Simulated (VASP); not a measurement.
# Cu (I4/mmm) in VASP: notebook

Cu is run at these levels: r2SCAN; tasks: single point, relaxation of shape and atoms at fixed volume.

Everything below comes from runs of VASP 6.6.1. Logs are shortened: lines on timing, memory, paths and dates and some standing lists are left out, and cuts for length are marked.

### Step 1. The cell of the first run

Symmetry: I4/mmm, No. 139, tetragonal system. The conventional cell has a = 2.924 Å, b = 2.924 Å, c = 2.722 Å, α = 90.00°, β = 90.00°, γ = 90.00°. Cu (site symmetry 4/mmm) has 14 Cu at 2.48 to 2.92 Å within 3.3 Å.

### Step 2. Single point, r2SCAN (biaxial strain in the a-b plane: +1.0 %)

Input file POSCAR:

```
Cu
1.0
    2.9243360375      0.0000000000      0.0000000000
    0.0000000000      2.9243360375      0.0000000000
    0.0000000000      0.0000000000      2.7221962802
Cu
2
Direct
    0.0000000000      0.0000000000      0.0000000000
    0.5000000000      0.5000000000      0.5000000000
```

Input file INCAR.step1:

```
  PREC = Accurate
  ENCUT = 520
  ISMEAR = 0
  SIGMA = 0.1
  LREAL = False
  LASPH = True
  NELM = 80
  NBANDS = 18
  GGA = PE
  ALGO = Normal
  EDIFF = 1E-4
  LWAVE = True
  LCHARG = False
```

Input file INCAR.step2:

```
  PREC = Accurate
  ENCUT = 520
  EDIFF = 1E-6
  ISMEAR = 0
  SIGMA = 0.1
  LREAL = False
  LASPH = True
  NELM = 80
  ALGO = Normal
  ISIF = 2
  LWAVE = False
  LCHARG = False
  METAGGA = R2SCAN
  LMIXTAU = True
  NBANDS = 18
  ISTART = 1
```

Input file KPOINTS:

```
Automatic mesh
0
Gamma
  18 18 18
```

Potentials or basis: VASP PAW PBE potentials, release 64 (Cu).

Command:

```bash
cat potpaw_PBE.64/Cu/POTCAR > POTCAR
cp INCAR.step1 INCAR
mpirun -np 1 vasp_std > vasp.out
cp INCAR.step2 INCAR
mpirun -np 1 vasp_std > vasp.out
```

OUTCAR:

```text
PREC = Accurate
   ENCUT = 520
   EDIFF = 1E-6
   ISMEAR = 0
   LREAL = False
   LASPH = True
   NELM = 80
   ISIF = 2
   METAGGA = R2SCAN
   ISTART = 1

 ion  position               nearest neighbor table
   1  0.000  0.000  0.000-   2 2.48   2 2.48   2 2.48   2 2.48   2 2.48   2 2.48   2 2.48   2 2.48

   2  0.500  0.500  0.500-   1 2.48   1 2.48   1 2.48   1 2.48   1 2.48   1 2.48   1 2.48   1 2.48

  LATTYP: Found a simple tetragonal cell.
 ALAT       =     2.9243360375
 C/A-ratio  =     0.9308767000

  Lattice vectors:

 A1 = (   2.9243360375,   0.0000000000,   0.0000000000)
 A2 = (   0.0000000000,   2.9243360375,   0.0000000000)
 A3 = (   0.0000000000,   0.0000000000,   2.7221962802)

Analysis of symmetry for initial positions (statically):
=====================================================================
 Subroutine PRICEL returns following result:

  LATTYP: Found a body centered tetragonal cell.
 ALAT       =     2.9243360375
 C/A-ratio  =     0.9308767000

  Lattice vectors:

 A1 = (  -1.4621680187,  -1.4621680187,  -1.3610981401)
 A2 = (   1.4621680187,   1.4621680187,  -1.3610981401)
 A3 = (   1.4621680187,  -1.4621680187,   1.3610981401)

   2 primitive cells build up your supercell.

 Routine SETGRP: Setting up the symmetry group for a
 simple tetragonal supercell.

 Subroutine GETGRP returns: Found 16 space group operations
 (whereof 16 operations were pure point group operations)
 out of a pool of 16 trial point group operations.

The static configuration has the point symmetry D_4h.

Analysis of symmetry for dynamics (positions and initial velocities):
=====================================================================
 Subroutine PRICEL returns following result:

  LATTYP: Found a body centered tetragonal cell.
 ALAT       =     2.9243360375
 C/A-ratio  =     0.9308767000

  Lattice vectors:

 A1 = (  -1.4621680187,  -1.4621680187,  -1.3610981401)
 A2 = (   1.4621680187,   1.4621680187,  -1.3610981401)
 A3 = (   1.4621680187,  -1.4621680187,   1.3610981401)

   2 primitive cells build up your supercell.

 Routine SETGRP: Setting up the symmetry group for a
 simple tetragonal supercell.

 Subroutine GETGRP returns: Found 16 space group operations
 (whereof 16 operations were pure point group operations)
 out of a pool of 16 trial point group operations.

The dynamic configuration has the point symmetry D_4h.

 Subroutine INISYM returns: Found 16 space group operations
 (whereof 16 operations are pure point group operations),
 and found     2 'primitive' translations

----------------------------------------------------------------------------------------

                                     Primitive cell

  volume of cell :      11.6398

  direct lattice vectors                    reciprocal lattice vectors
    -1.462168019 -1.462168019 -1.361098140     0.000000000 -0.341957965 -0.367350440
     1.462168019  1.462168019 -1.361098140     0.341957965  0.000000000 -0.367350440
     1.462168019 -1.462168019  1.361098140     0.341957965 -0.341957965  0.000000000

  length of vectors
     2.475572414  2.475572414  2.475572414     0.501878068  0.501878068  0.483601592

  position of ions in fractional coordinates (direct lattice)
     0.000000000  0.000000000  0.000000000

  ion indices of the primitive-cell ions
   primitive index   ion index
                 1           1

----------------------------------------------------------------------------------------

 KPOINTS: Automatic mesh

Automatic generation of k-mesh.
 Grid dimensions read from file:
 generate k-points for:   18   18   18

 Generating k-lattice:

  Cartesian coordinates                     Fractional coordinates (reciprocal lattice)
     0.018997665  0.000000000  0.000000000     0.055555556  0.000000000  0.000000000
     0.000000000  0.018997665  0.000000000     0.000000000  0.055555556  0.000000000
     0.000000000  0.000000000  0.020408358     0.000000000  0.000000000  0.055555556

  Length of vectors
     0.018997665  0.018997665  0.020408358

  Shift w.r.t. Gamma in fractional coordinates (k-lattice)
     0.000000000  0.000000000  0.000000000

 Subroutine IBZKPT returns following result:
 ===========================================

 Found    550 irreducible k-points:

 Following reciprocal coordinates:
            Coordinates               Weight
  0.000000  0.000000  0.000000      1.000000
  0.055556  0.000000  0.000000      4.000000
  0.111111  0.000000  0.000000      4.000000
  0.166667  0.000000  0.000000      4.000000
  0.222222  0.000000  0.000000      4.000000
  0.277778  0.000000  0.000000      4.000000
[... 16 lines left out ...]
  0.277778  0.111111  0.000000      8.000000
  0.333333  0.111111  0.000000      8.000000
 [... further k-points ...]
   k-points           NKPTS =    550   k-points in BZ     NKDIM =    550   number of bands    NBANDS=     18
   number of dos      NEDOS =    301   number of ions     NIONS =      2
   total plane-waves  NPLWV =  11520
   dimension x,y,z NGX =    24 NGY =   24 NGZ =   20
   dimension x,y,z NGXF=    48 NGYF=   48 NGZF=   40
   ions per type =               2
   NGX,Y,Z   is equivalent  to a cutoff of  13.64, 13.64, 12.21 a.u.
   NGXF,Y,Z  is equivalent  to a cutoff of  27.29, 27.29, 24.43 a.u.
 SYSTEM =  unknown system
   PREC   = accura    normal or accurate (medium, high low for compatibility)
   ISTART =      1    job   : 0-new  1-cont  2-samecut
   ICHARG =      0    charge: 1-file 2-atom 10-const
   ISPIN  =      1    spin polarized calculation?
   LNONCOLLINEAR =      F non collinear calculations
   LSORBIT =      F    spin-orbit coupling
   LASPH  =      T    aspherical Exc in radial PAW
   ENCUT  =  520.0 eV  38.22 Ry    6.18 a.u.   5.44  5.44  5.06*2*pi/ulx,y,z
   NELM   =     80;   NELMIN=  2; NELMDL=  0     # of ELM steps
   EDIFF  = 0.1E-05   stopping-criterion for ELM
   LREAL  =      F    real-space projection
   EDIFFG = 0.1E-04   stopping-criterion for IOM
   NSW    =      0    number of steps for IOM
   IBRION =     -1    ionic relax: 0-MD 1-quasi-New 2-CG
   NFREE  =      0    steps in history (QN), initial steepest desc. (CG)
   ISIF   =      2    stress and relaxation
   ISYM   =      2    0-nonsym 1-usesym 2-fastsym
   POTIM  = 0.5000    time-step for ionic-motion
   TEBEG  =    0.0;   TEEND  =   0.0 temperature during run
   PSTRESS=    0.0 pullay stress
   NELECT =      22.0000    total number of electrons
   NUPDOWN=      -1.0000    fix difference up-down
   EMIN   =  10.00;   EMAX   =-10.00  energy-range for DOS
   EFERMI =   0.00;   METHOD = LEGACY
   ISMEAR =     0;   SIGMA  =   0.10  broadening in eV -4-tet -1-fermi 0-gaus
   EFERMI_NEDOS =   21; number of points for ismear=-14 and -15
   IALGO  =     38    algorithm
   IMIX   =      4    mixing-type and parameters
     AMIX     =   0.40;   BMIX     =  1.00
     AMIX_MAG =   1.60;   BMIX_MAG =  1.00
  volume/ion in A,a.u.               =      11.64        78.55
  Fermi-wavevector in a.u.,A,eV,Ry     =   1.606538  3.035917 35.116161  2.580965
  Thomas-Fermi vector in A             =   2.702710
   LORBIT       =      0    0 simple, 1 ext, 2 COOP (PROOUT), +10 PAW based schemes
   METAGGA = R2SCAN    functional components
   LHFCALC =     F    Hartree Fock is set to
   AEXX    =    0.0000 exact exchange contribution
   IVDW    =     0    specifies the selected vdW correction
   LEPSILON=     F    determine dielectric tensor
   LRPA    =     F    only Hartree local field effects (RPA)
 non-spin polarized calculation
 Gauss-broadening in eV      SIGMA  =   0.10
  energy-cutoff  :      520.00
  volume of cell :       23.28
 maximum number of plane-waves:       646
 NGX is ok and might be reduce to    24
   NGX = 11   NGY = 11   NGZ = 11

 number of electron      21.9999969 magnetization

 Free energy of the ion-electron system (eV)
  ---------------------------------------------------
  ext. energy  EPLUGINS =         0.00000000
  ---------------------------------------------------
  free energy    TOTEN  =       -21.58294437 eV

  energy without entropy =      -21.57959438  energy(sigma->0) =      -21.58126938

 E-fermi :   7.5770     XC(G=0): -13.8455

 val. band max:        7.5739259220   @ k =   0.3889   0.2778   0.3333
 cond. band min:       7.5814124043   @ k =   0.3889   0.2222   0.3889
 fundamental gap:      0.0074864823
 Fermi energy:         7.5769819545

 k-point     1 :       0.0000    0.0000    0.0000
  band No.  band energies     occupation
      1      -2.2019      2.00000
      2       2.6415      2.00000
      3       2.7114      2.00000
      4       4.1366      2.00000
      5       4.4289      2.00000
      6       4.4289      2.00000
[... 10 lines left out ...]
     17      25.3544      0.00000
     18      32.9194      0.00000

 k-point     2 :       0.0556    0.0000    0.0000
  band No.  band energies     occupation
      1      -2.1422      2.00000
      2       2.6590      2.00000
      3       2.7286      2.00000
      4       4.1386      2.00000
      5       4.4305      2.00000
      6       4.4401      2.00000
[... 10 lines left out ...]
     17      25.4540      0.00000
     18      32.3664      0.00000

 k-point     3 :       0.1111    0.0000    0.0000
  band No.  band energies     occupation
      1      -1.9642      2.00000
      2       2.7072      2.00000
      3       2.7812      2.00000
      4       4.1452      2.00000
      5       4.4359      2.00000
      6       4.4733      2.00000
[... 10 lines left out ...]
     17      25.8544      0.00000
     18      31.2147      0.00000

 k-point     4 :       0.1667    0.0000    0.0000
  band No.  band energies     occupation
      1      -1.6705      2.00000
      2       2.7720      2.00000
      3       2.8720      2.00000
      4       4.1584      2.00000
      5       4.4469      2.00000
      6       4.5275      2.00000
[... 375 lines left out ...]
      4       4.1589      2.00000
      5       4.3154      2.00000
      6       4.7936      2.00000
[... 10 lines left out ...]
     17      25.3807      0.00000
     18      28.9091      0.00000

 k-point    23 :       0.2778    0.1111    0.0000
  band No.  band energies     occupation
      1      -0.5452      2.00000
      2       2.9436      2.00000
      3       3.1966      2.00000
      4       4.1746      2.00000
      5       4.3201      2.00000
      6       4.8637      2.00000
[... 10 lines left out ...]
     17      25.5209      0.00000
     18      29.8719      0.00000

 k-point    24 :       0.3333    0.1111    0.0000
  band No.  band energies     occupation
      1       0.0350      2.00000
      2       2.9022      2.00000
      3       3.3755      2.00000
      4       4.1894      2.00000
      5       4.3443      2.00000
      6       4.7531      2.00000
[... 10 lines left out ...]
     17      25.9685      0.00000
     18      28.7520      0.00000

 [... further k-points ...]

------------------------ aborting loop because EDIFF is reached ----------------------------------------

  FORCE on cell =-STRESS in cart. coord.  units (eV):
  Direction    XX          YY          ZZ          XY          YZ          ZX
  --------------------------------------------------------------------------------------
  -------------------------------------------------------------------------------------
  Total       -0.2086122     -0.2086122     -0.2365921      0.0000000     -0.0000000      0.0000000
  in kB      -14.3574159    -14.3574159    -16.2830900      0.0000000     -0.0000000      0.0000000
  external PRESSURE =     -14.9993073 kB  Pullay stress =       0.0000000 kB

 VOLUME and BASIS-vectors are now :
 -----------------------------------------------------------------------------
  energy-cutoff  :      520.00
  volume of cell :       23.28
      direct lattice vectors                 reciprocal lattice vectors
     2.924336037  0.000000000  0.000000000     0.341957965  0.000000000  0.000000000
     0.000000000  2.924336037  0.000000000     0.000000000  0.341957965  0.000000000
     0.000000000  0.000000000  2.722196280     0.000000000  0.000000000  0.367350440

 POSITION                                       TOTAL-FORCE (eV/Angst)
 -----------------------------------------------------------------------------------
      0.00000      0.00000      0.00000         0.000000     -0.000000     -0.000000
      1.46217      1.46217      1.36110         0.000000      0.000000      0.000000
 -----------------------------------------------------------------------------------
    total drift:                                0.000000      0.000000     -0.000000

  FREE ENERGIE OF THE ION-ELECTRON SYSTEM (eV)
  ---------------------------------------------------
  free  energy   TOTEN  =       -21.5829443676 eV

  energy  without entropy=      -21.5795943842  energy(sigma->0) =      -21.58126938
```

It took 4.9 min on 1 thread of Intel Xeon Platinum 8488C (Sapphire Rapids), shared host; peak memory 0.28 GiB.

Results:

```
Free energy            : -21.5829 eV
Pressure               : -1.5 GPa
Band gap on the k mesh : zero (bands 11 and 12 overlap by 8.03 eV)
```

Stress tensor (GPa, compression positive):
```
-1.44  0.00  0.00
 0.00 -1.44  0.00
 0.00  0.00 -1.63
```

Caveat: the cell differs from its parent crystal (biaxial strain in the a-b plane: +1.0 %); the PAW data sets were made with another functional, which shifts forces and pressure a little.

### Step 3. Relaxation of shape and atoms at fixed volume, r2SCAN (12.63 Å³/atom)

Input file POSCAR:

```
Cu
1.0
   -1.4999376236      1.4999376236      1.4031404901
    1.4999376236     -1.4999376236      1.4031404901
    1.4999376236      1.4999376236     -1.4031404901
Cu
1
Direct
    0.0000000000      0.0000000000      0.0000000000
```

Input file INCAR.step1:

```
SYSTEM = Cu
PREC = Accurate
ENCUT = 600
ISMEAR = 0
SIGMA = 0.1
LREAL = .False.
LASPH = .True.
NELM = 60
GGA = PE
ALGO = Normal
EDIFF = 1E-4
LWAVE = .True.
LCHARG = .False.
```

Input file INCAR.step2:

```
SYSTEM = Cu
PREC = Accurate
ENCUT = 600
EDIFF = 1E-6
ISMEAR = 0
SIGMA = 0.1
LREAL = .False.
LASPH = .True.
NELM = 60
ALGO = Normal
ISIF = 4
LWAVE = .False.
LCHARG = .False.
METAGGA = R2SCAN
LMIXTAU = .True.
IBRION = 2
NSW = 50
EDIFFG = -0.01
ISTART = 1
```

Input file KPOINTS:

```
regular mesh
0
Gamma
  20 20 20
  0 0 0
```

Potentials or basis: VASP PAW PBE potentials, release 64 (Cu).

Command:

```bash
cat potpaw_PBE.64/Cu/POTCAR > POTCAR
cp INCAR.step1 INCAR
mpirun -np 1 vasp_std > vasp.out
cp INCAR.step2 INCAR
mpirun -np 1 vasp_std > vasp.out
```

Run time: 9.8 min. Hardware: 1 thread of AMD EPYC 9R45 (Zen 5), shared host; peak memory 0.19 GiB.

It converged, with:

```
Free energy               : -10.7487 eV
Energy gained by relaxing : 0.2 meV/atom
Ionic steps               : 6
Pressure after relaxing   : -11.2 GPa
Band gap on the k mesh    : zero (an odd number of electrons rules out a gap without spin polarisation)
```

The path:
```csv
step,energy change (eV),largest force (eV/Å),pressure (GPa),volume (Å³)
1,0.0000,0.0000,-11.41,12.63
2,0.0000,0.0000,-11.37,12.63
3,-0.0001,0.0000,-11.34,12.63
4,-0.0001,0.0000,-11.34,12.63
5,-0.0001,0.0000,-11.32,12.63
6,-0.0002,0.0000,-11.23,12.63
```

Final structure:
```cif
data_structure
_symmetry_space_group_name_H-M 'P 1'
_symmetry_Int_Tables_number 1
_cell_length_a 2.5448
_cell_length_b 2.5448
_cell_length_c 2.5448
_cell_angle_alpha 107.278
_cell_angle_beta 107.278
_cell_angle_gamma 113.952
_cell_volume 12.63
loop_
_atom_site_label
_atom_site_type_symbol
_atom_site_fract_x
_atom_site_fract_y
_atom_site_fract_z
_atom_site_occupancy
Cu1 Cu 0.00000 0.00000 0.00000 1
```

Levels at points of the mesh, in eV from the Fermi level:
| k point | band 2 | band 3 | band 4 | band 5 | band 6 | band 7 | band 8 | band 9 |
| --- | --- | --- | --- | --- | --- | --- | --- | --- |
| (0.00, 0.00, 0.00) | -3.18 | -2.88 | -2.88 | -2.28 | -1.96 | 24.26 | 24.26 | 26.82 |
| (0.50, 0.00, 0.00) | -3.77 | -2.13 | -1.83 | -1.41 | -0.19 | 4.58 | 16.89 | 17.03 |
| (0.50, 0.50, 0.00) | -3.39 | -2.34 | -2.08 | -1.44 | -0.83 | 3.65 | 19.27 | 19.35 |
| (0.50, 0.50, 0.50) | -4.40 | -1.59 | -1.59 | -1.50 | 7.33 | 7.33 | 10.59 | 12.67 |

Caveat: the PAW data sets were made with another functional, which shifts forces and pressure a little.

### Step 4. Single point, r2SCAN (10.10 Å³/atom)

Input file POSCAR:

```
Cu
1.0
   -1.3764151354      1.3764151354      1.3330261304
    1.3764151354     -1.3764151354      1.3330261304
    1.3764151354      1.3764151354     -1.3330261304
Cu
1
Direct
    0.0000000000      0.0000000000      0.0000000000
```

Input file INCAR.step1:

```
SYSTEM = Cu
ALGO = Normal
EDIFF = 1E-4
ENCUT = 520
GGA = PE
ISMEAR = 0
LASPH = .True.
LCHARG = .False.
LREAL = .False.
LWAVE = .True.
NBANDS = 12
NELM = 60
PREC = Accurate
SIGMA = 0.1
```

Input file INCAR.step2:

```
SYSTEM = Cu
ALGO = Normal
EDIFF = 1E-7
ENCUT = 520
ISIF = 2
ISMEAR = 0
ISTART = 1
LASPH = .True.
LCHARG = .True.
LELF = .True.
LMIXTAU = .True.
LREAL = .False.
LVHAR = .True.
LWAVE = .False.
METAGGA = R2SCAN
NBANDS = 12
NELM = 60
PREC = Accurate
SIGMA = 0.1
```

Input file KPOINTS:

```
k-points
0
Gamma
  20 20 20
  0 0 0
```

Command:

```bash
cat potpaw_PBE.64/Cu/POTCAR > POTCAR
cp INCAR.step1 INCAR
mpirun -np 1 vasp_std > vasp.out
cp INCAR.step2 INCAR
mpirun -np 1 vasp_std > vasp.out
```

Wall time 4.1 min (1 thread of Intel Xeon 8259CL, shared host); peak memory 0.19 GiB.

Results (log left out):

```
Free energy            : -10.6748 eV
Pressure               : 29.1 GPa
Band gap on the k mesh : zero (an odd number of electrons rules out a gap without spin polarisation)
```

Levels at points of the mesh, in eV from the Fermi level:
```csv
k point,band 2,band 3,band 4,band 5,band 6,band 7,band 8,band 9,band 10,band 11
"(0.00, 0.00, 0.00)",-3.92,-3.76,-3.76,-2.64,-2.47,27.25,27.25,28.15,32.36,33.08
"(0.50, 0.00, 0.00)",-4.82,-2.56,-2.34,-1.57,-0.98,5.62,19.28,20.23,23.90,27.90
"(0.50, 0.50, 0.00)",-4.62,-2.70,-2.44,-1.60,-1.27,5.23,20.15,21.34,24.78,28.67
"(0.50, 0.50, 0.50)",-5.86,-1.81,-1.81,-1.77,8.93,8.93,10.35,14.85,15.49,19.99
```

Caveat: the cell stands under pressure; the PAW data sets were made with another functional, which shifts forces and pressure a little.

[end of part 1 of 2]
